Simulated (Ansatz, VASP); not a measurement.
# I: VASP beside Ansatz

```
I
1.0
     3.58149   -2.16013    0.00000
     3.58149    2.16013    0.00000
     0.00000    0.00000    9.53408
I
4
Cartesian
  3.5815 -1.3874 8.3605
  3.5815 0.7727 5.9406
  3.5815 1.3874 1.1736
  3.5815 -0.7727 3.5935
```

Alike in both runs: functional LDA; k mesh 8 × 8 × 4; occupations gaussian, width 0.02 eV; no spin polarisation.

Ansatz relaxed the structure, and its values are those at the end. VASP's run is a single point on that final structure, the one shown.

|  | VASP | Ansatz |
| --- | --- | --- |
| version | VASP 6.6.1 | Ansatz 0.2.0 |
| potentials or method | VASP PAW LDA potentials, release 64 (I), cutoff 520 eV | scalar-relativistic, plane waves, PAW |
| valence electrons in the cell | 28 | 68 |

```tsv
	VASP	Ansatz	Ansatz less VASP
gap on the k mesh at the Fermi level (eV)	0.69	0.69	-0.002
least direct gap on the mesh (eV)	1.06	1.06	-0.001
pressure (GPa)	0.0	0.0	0.00
rms of the force components (eV/Å)	0.005	0.002	-0.0034
```

LDA's correlation is that of Perdew and Zunger in VASP and of Perdew and Wang (1992) in Ansatz. VASP's potentials hold 28 valence electrons a cell and Ansatz's 68, so a difference there can come from the potentials and not from the codes.

Neither program's run includes spin-orbit coupling.
